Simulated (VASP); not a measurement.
Input of a VASP 6.6.1 run:

Contents of INCAR:

```
SYSTEM = W3C2
  PREC = Accurate
  ENCUT = 520
  EDIFF = 1E-7
  ISMEAR = 0
  SIGMA = 0.1
  LREAL = .FALSE.
  LASPH = .TRUE.
  NELM = 100
  ALGO = Normal
  ISIF = 2
  LWAVE = .FALSE.
  LCHARG = .FALSE.
  GGA = PE
  NBANDS = 33
```

File KPOINTS:

```
Automatic mesh
0
G
  10 10 8
  0 0 0
```

File POSCAR:

```
W3C2
1.0
    3.9577139539      0.0000000000      0.0000000000
    0.0000000000      3.9577139539      0.0000000000
    0.0000000000      0.0000000000      4.9786198932
W C
3 2
Direct
    0.5000000000      0.5000000000      0.2416319784
    0.5000000000      0.5000000000      0.7583680216
    0.0000000000      0.0000000000      0.5000000000
    0.0000000000      0.5000000000      0.5000000000
    0.5000000000      0.0000000000      0.5000000000
```

Potentials or basis: VASP PAW PBE potentials, release 64 (W_sv, C).

The run is started by

```console
$ cat potpaw_PBE.64/W_sv/POTCAR potpaw_PBE.64/C/POTCAR > POTCAR
$ mpirun -np 1 vasp_std > vasp.out
```

What does it give for the band gap on the k mesh?

Zero (band 25 reaches 7.67 eV, above the bottom of band 26 at 7.04 eV).

Estimate the pressure.

0.7 GPa.

Stress tensor (GPa, compression positive):
```
0.59 0.00 0.00
0.00 0.59 0.00
0.00 0.00 1.03
```

Caveat: spin-orbit coupling is left out, which moves the levels of the heavy elements.
